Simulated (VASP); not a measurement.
# Hf (Fm-3m) in VASP: single point with r2SCAN

Aim: the single point of Hf with r2SCAN.

All numbers are computed with VASP 6.6.1; they aren't measurements. Logs are shortened: lines on timing, memory, paths and dates and some standing lists are left out, and cuts for length are marked.

### Step 1. The cell of the first run

It takes space group Fm-3m (No. 225, cubic). Conventional cell: a = 4.418 Å, b = 4.418 Å, c = 4.418 Å, α = 90.00°, β = 90.00°, γ = 90.00°. Within 4.1 Å of Hf (site symmetry m-3m) lie 12 Hf at 3.12 Å.

### Step 2. Single point, r2SCAN

Contents of POSCAR:

```
Hf
1.0
    0.0000000000      2.2088246404      2.2088246404
    2.2088246404      0.0000000000      2.2088246404
    2.2088246404      2.2088246404      0.0000000000
Hf
1
Direct
    0.0000000000      0.0000000000      0.0000000000
```

Contents of INCAR.step1:

```
  PREC = Accurate
  ENCUT = 550
  ISMEAR = 0
  SIGMA = 0.1
  LREAL = F
  LASPH = T
  NELM = 120
  NBANDS = 11
  GGA = PE
  ALGO = Normal
  EDIFF = 1E-5
  LWAVE = T
  LCHARG = F
  GGA_COMPAT = F
```

Contents of INCAR.step2:

```
  PREC = Accurate
  ENCUT = 550
  EDIFF = 1E-6
  ISMEAR = 0
  SIGMA = 0.1
  LREAL = F
  LASPH = T
  NELM = 120
  ALGO = Normal
  ISIF = 2
  LWAVE = F
  LCHARG = F
  METAGGA = R2SCAN
  LMIXTAU = T
  NBANDS = 11
  ISTART = 1
  GGA_COMPAT = F
```

Contents of KPOINTS:

```
Automatic mesh
0
Gamma
  16 16 16
```

Potentials or basis: VASP PAW PBE potentials, release 64 (Hf_pv).

Started as:

```bash
cat potpaw_PBE.64/Hf_pv/POTCAR > POTCAR
cp INCAR.step1 INCAR
mpirun -np 1 vasp_std > vasp.out
cp INCAR.step2 INCAR
mpirun -np 1 vasp_std > vasp.out
```

OUTCAR:

```text
PREC = Accurate
   ENCUT = 550
   EDIFF = 1E-6
   ISMEAR = 0
   LREAL = F
   LASPH = T
   NELM = 120
   ISIF = 2
   METAGGA = R2SCAN
   ISTART = 1

 ion  position               nearest neighbor table
   1  0.000  0.000  0.000-

  LATTYP: Found a face centered cubic cell.
 ALAT       =     4.4176492808

  Lattice vectors:

 A1 = (   0.0000000000,   2.2088246404,   2.2088246404)
 A2 = (   2.2088246404,   0.0000000000,   2.2088246404)
 A3 = (   2.2088246404,   2.2088246404,   0.0000000000)

Analysis of symmetry for initial positions (statically):
=====================================================================
 Subroutine PRICEL returns:
 Original cell was already a primitive cell.

 Routine SETGRP: Setting up the symmetry group for a
 face centered cubic supercell.

 Subroutine GETGRP returns: Found 48 space group operations
 (whereof 48 operations were pure point group operations)
 out of a pool of 48 trial point group operations.

The static configuration has the point symmetry O_h .

Analysis of symmetry for dynamics (positions and initial velocities):
=====================================================================
 Subroutine PRICEL returns:
 Original cell was already a primitive cell.

 Routine SETGRP: Setting up the symmetry group for a
 face centered cubic supercell.

 Subroutine GETGRP returns: Found 48 space group operations
 (whereof 48 operations were pure point group operations)
 out of a pool of 48 trial point group operations.

The dynamic configuration has the point symmetry O_h .

 Subroutine INISYM returns: Found 48 space group operations
 (whereof 48 operations are pure point group operations),
 and found     1 'primitive' translations

----------------------------------------------------------------------------------------

                                     Primitive cell

  volume of cell :      21.5533

  direct lattice vectors                    reciprocal lattice vectors
     0.000000000  2.208824640  2.208824640    -0.226364733  0.226364733  0.226364733
     2.208824640  0.000000000  2.208824640     0.226364733 -0.226364733  0.226364733
     2.208824640  2.208824640  0.000000000     0.226364733  0.226364733 -0.226364733

  length of vectors
     3.123749763  3.123749763  3.123749763     0.392075219  0.392075219  0.392075219

  position of ions in fractional coordinates (direct lattice)
     0.000000000  0.000000000  0.000000000

  ion indices of the primitive-cell ions
   primitive index   ion index
                 1           1

----------------------------------------------------------------------------------------

 KPOINTS: Automatic mesh

Automatic generation of k-mesh.
 Grid dimensions read from file:
 generate k-points for:   16   16   16

 Generating k-lattice:

  Cartesian coordinates                     Fractional coordinates (reciprocal lattice)
    -0.014147796  0.014147796  0.014147796     0.062500000  0.000000000  0.000000000
     0.014147796 -0.014147796  0.014147796     0.000000000  0.062500000  0.000000000
     0.014147796  0.014147796 -0.014147796     0.000000000  0.000000000  0.062500000

  Length of vectors
     0.024504701  0.024504701  0.024504701

  Shift w.r.t. Gamma in fractional coordinates (k-lattice)
     0.000000000  0.000000000  0.000000000

 Subroutine IBZKPT returns following result:
 ===========================================

 Found    145 irreducible k-points:

 Following reciprocal coordinates:
            Coordinates               Weight
  0.000000  0.000000  0.000000      1.000000
  0.062500  0.000000  0.000000      8.000000
  0.125000  0.000000  0.000000      8.000000
  0.187500  0.000000  0.000000      8.000000
  0.250000  0.000000  0.000000      8.000000
  0.312500  0.000000  0.000000      8.000000
[... 16 lines left out ...]
 -0.125000  0.062500  0.000000     24.000000
 -0.062500  0.062500  0.000000     12.000000
 [... further k-points ...]
   k-points           NKPTS =    145   k-points in BZ     NKDIM =    145   number of bands    NBANDS=     11
   number of dos      NEDOS =    301   number of ions     NIONS =      1
   total plane-waves  NPLWV =  13824
   dimension x,y,z NGX =    24 NGY =   24 NGZ =   24
   dimension x,y,z NGXF=    48 NGYF=   48 NGZF=   48
   ions per type =               1
   NGX,Y,Z   is equivalent  to a cutoff of  12.77, 12.77, 12.77 a.u.
   NGXF,Y,Z  is equivalent  to a cutoff of  25.55, 25.55, 25.55 a.u.
 SYSTEM =  unknown system
   PREC   = accura    normal or accurate (medium, high low for compatibility)
   ISTART =      1    job   : 0-new  1-cont  2-samecut
   ICHARG =      0    charge: 1-file 2-atom 10-const
   ISPIN  =      1    spin polarized calculation?
   LNONCOLLINEAR =      F non collinear calculations
   LSORBIT =      F    spin-orbit coupling
   LASPH  =      T    aspherical Exc in radial PAW
   ENCUT  =  550.0 eV  40.42 Ry    6.36 a.u.   5.97  5.97  5.97*2*pi/ulx,y,z
   NELM   =    120;   NELMIN=  2; NELMDL=  0     # of ELM steps
   EDIFF  = 0.1E-05   stopping-criterion for ELM
   LREAL  =      F    real-space projection
   EDIFFG = 0.1E-04   stopping-criterion for IOM
   NSW    =      0    number of steps for IOM
   IBRION =     -1    ionic relax: 0-MD 1-quasi-New 2-CG
   NFREE  =      0    steps in history (QN), initial steepest desc. (CG)
   ISIF   =      2    stress and relaxation
   ISYM   =      2    0-nonsym 1-usesym 2-fastsym
   POTIM  = 0.5000    time-step for ionic-motion
   TEBEG  =    0.0;   TEEND  =   0.0 temperature during run
   PSTRESS=    0.0 pullay stress
   NELECT =      10.0000    total number of electrons
   NUPDOWN=      -1.0000    fix difference up-down
   EMIN   =  10.00;   EMAX   =-10.00  energy-range for DOS
   EFERMI =   0.00;   METHOD = LEGACY
   ISMEAR =     0;   SIGMA  =   0.10  broadening in eV -4-tet -1-fermi 0-gaus
   EFERMI_NEDOS =   21; number of points for ismear=-14 and -15
   IALGO  =     38    algorithm
   IMIX   =      4    mixing-type and parameters
     AMIX     =   0.40;   BMIX     =  1.00
     AMIX_MAG =   1.60;   BMIX_MAG =  1.00
  volume/ion in A,a.u.               =      21.55       145.45
  Fermi-wavevector in a.u.,A,eV,Ry     =   1.267370  2.394983 21.854058  1.606228
  Thomas-Fermi vector in A             =   2.400522
   LORBIT       =      0    0 simple, 1 ext, 2 COOP (PROOUT), +10 PAW based schemes
   METAGGA = R2SCAN    functional components
   LHFCALC =     F    Hartree Fock is set to
   AEXX    =    0.0000 exact exchange contribution
   IVDW    =     0    specifies the selected vdW correction
   LEPSILON=     F    determine dielectric tensor
   LRPA    =     F    only Hartree local field effects (RPA)
 non-spin polarized calculation
 Gauss-broadening in eV      SIGMA  =   0.10
  energy-cutoff  :      550.00
  volume of cell :       21.55
 maximum number of plane-waves:       648
   NGX = 11   NGY = 11   NGZ = 11

 number of electron      10.0000001 magnetization

 Free energy of the ion-electron system (eV)
  ---------------------------------------------------
  ext. energy  EPLUGINS =         0.00000000
  ---------------------------------------------------
  free energy    TOTEN  =       -45.05779492 eV

  energy without entropy =      -45.04950076  energy(sigma->0) =      -45.05364784

 E-fermi :   4.8665     XC(G=0): -12.3609

 val. band max:        4.8659030982   @ k =  -0.3125   0.3125   0.0000
 cond. band min:       4.8858343410   @ k =  -0.1875   0.1250   0.0000
 fundamental gap:      0.0199312427
 Fermi energy:         4.8665481852

 k-point     1 :       0.0000    0.0000    0.0000
  band No.  band energies     occupation
      1     -26.1035      2.00000
      2     -26.1035      2.00000
      3     -26.1035      2.00000
      4      -2.8119      2.00000
      5       6.4898      0.00000
      6       6.4898      0.00000
      7       6.4898      0.00000
      8       9.6214      0.00000
      9       9.6214      0.00000
     10      16.8285      0.00000
     11      16.9938      0.00000

 k-point     2 :       0.0625    0.0000    0.0000
  band No.  band energies     occupation
      1     -26.1425      2.00000
      2     -26.1083      2.00000
      3     -26.1083      2.00000
      4      -2.6636      2.00000
      5       6.3265      0.00000
      6       6.5611      0.00000
      7       6.5611      0.00000
      8       9.5382      0.00000
      9       9.5382      0.00000
     10      16.9937      0.00000
     11      17.1697      0.00000

 k-point     3 :       0.1250    0.0000    0.0000
  band No.  band energies     occupation
      1     -26.2521      2.00000
      2     -26.1219      2.00000
      3     -26.1219      2.00000
      4      -2.2348      2.00000
      5       5.9160      0.00000
      6       6.7394      0.00000
      7       6.7394      0.00000
      8       9.3617      0.00000
      9       9.3617      0.00000
     10      16.9937      0.00000
     11      18.0128      0.00000

 k-point     4 :       0.1875    0.0000    0.0000
  band No.  band energies     occupation
      1     -26.4128      2.00000
      2     -26.1422      2.00000
      3     -26.1422      2.00000
      4      -1.5764      2.00000
      5       5.4245      0.00000
      6       6.9021      0.00000
      7       6.9021      0.00000
      8       9.2938      0.00000
      9       9.2938      0.00000
     10      16.9936      0.00000
     11      17.9553      0.00000
[... 239 lines left out ...]
 k-point    22 :      -0.1875    0.0625    0.0000
  band No.  band energies     occupation
      1     -26.4808      2.00000
      2     -26.1856      2.00000
      3     -26.1398      2.00000
      4      -1.2010      2.00000
      5       5.1873      0.00001
      6       6.8514      0.00000
      7       7.0557      0.00000
      8       8.8140      0.00000
      9       9.8294      0.00000
     10      16.9935      0.00000
     11      17.9284      0.00000

 k-point    23 :      -0.1250    0.0625    0.0000
  band No.  band energies     occupation
      1     -26.3169      2.00000
      2     -26.1573      2.00000
      3     -26.1209      2.00000
      4      -1.9137      2.00000
      5       5.6415      0.00000
      6       6.8282      0.00000
      7       6.8912      0.00000
      8       8.9136      0.00000
      9       9.6262      0.00000
     10      16.9936      0.00000
     11      18.5496      0.00000

 k-point    24 :      -0.0625    0.0625    0.0000
  band No.  band energies     occupation
      1     -26.1971      2.00000
      2     -26.1301      2.00000
      3     -26.1098      2.00000
      4      -2.4215      2.00000
      5       6.0725      0.00000
      6       6.6705      0.00000
      7       6.6837      0.00000
      8       9.2380      0.00000
      9       9.6019      0.00000
     10      16.9937      0.00000
     11      17.7002      0.00000

 [... further k-points ...]

------------------------ aborting loop because EDIFF is reached ----------------------------------------

  FORCE on cell =-STRESS in cart. coord.  units (eV):
  Direction    XX          YY          ZZ          XY          YZ          ZX
  --------------------------------------------------------------------------------------
  -------------------------------------------------------------------------------------
  Total        0.5367221      0.5367221      0.5367221     -0.0000000     -0.0000000     -0.0000000
  in kB       39.8975641     39.8975641     39.8975641     -0.0000000     -0.0000000     -0.0000000
  external PRESSURE =      39.8975641 kB  Pullay stress =       0.0000000 kB

 VOLUME and BASIS-vectors are now :
 -----------------------------------------------------------------------------
  energy-cutoff  :      550.00
  volume of cell :       21.55
      direct lattice vectors                 reciprocal lattice vectors
     0.000000000  2.208824640  2.208824640    -0.226364733  0.226364733  0.226364733
     2.208824640  0.000000000  2.208824640     0.226364733 -0.226364733  0.226364733
     2.208824640  2.208824640  0.000000000     0.226364733  0.226364733 -0.226364733

 POSITION                                       TOTAL-FORCE (eV/Angst)
 -----------------------------------------------------------------------------------
      0.00000      0.00000      0.00000        -0.000000     -0.000000     -0.000000
 -----------------------------------------------------------------------------------
    total drift:                                0.000000      0.000000     -0.000000

  FREE ENERGIE OF THE ION-ELECTRON SYSTEM (eV)
  ---------------------------------------------------
  free  energy   TOTEN  =       -45.0577949223 eV

  energy  without entropy=      -45.0495007601  energy(sigma->0) =      -45.05364784
```

It took 48 s on 1 thread of Intel Xeon 6975P-C (Granite Rapids), shared host; peak memory 0.16 GiB.

Results:

```yaml
Free_energy: -45.0578 eV
Pressure: 4.0 GPa
Band_gap_on_the_k_mesh: zero (band 5 reaches 6.49 eV, above the bottom of band 6 at 4.43 eV)
```

Levels at points of the mesh, in eV from the Fermi level:
| k point | band 1 | band 2 | band 3 | band 4 | band 5 | band 6 | band 7 | band 8 | band 9 | band 10 |
| --- | --- | --- | --- | --- | --- | --- | --- | --- | --- | --- |
| (0.00, 0.00, 0.00) | -30.97 | -30.97 | -30.97 | -7.68 | 1.62 | 1.62 | 1.62 | 4.75 | 4.75 | 11.96 |
| (0.50, 0.00, 0.00) | -31.92 | -31.09 | -31.09 | -3.84 | 0.50 | 1.41 | 1.41 | 6.95 | 6.95 | 10.50 |
| (0.50, 0.50, 0.00) | -31.86 | -31.31 | -31.31 | -3.49 | -2.31 | 2.65 | 7.03 | 7.57 | 7.57 | 10.70 |

Caveat: the PAW data sets were made with another functional, which shifts forces and pressure a little; spin-orbit coupling is left out, which moves the levels of the heavy elements.
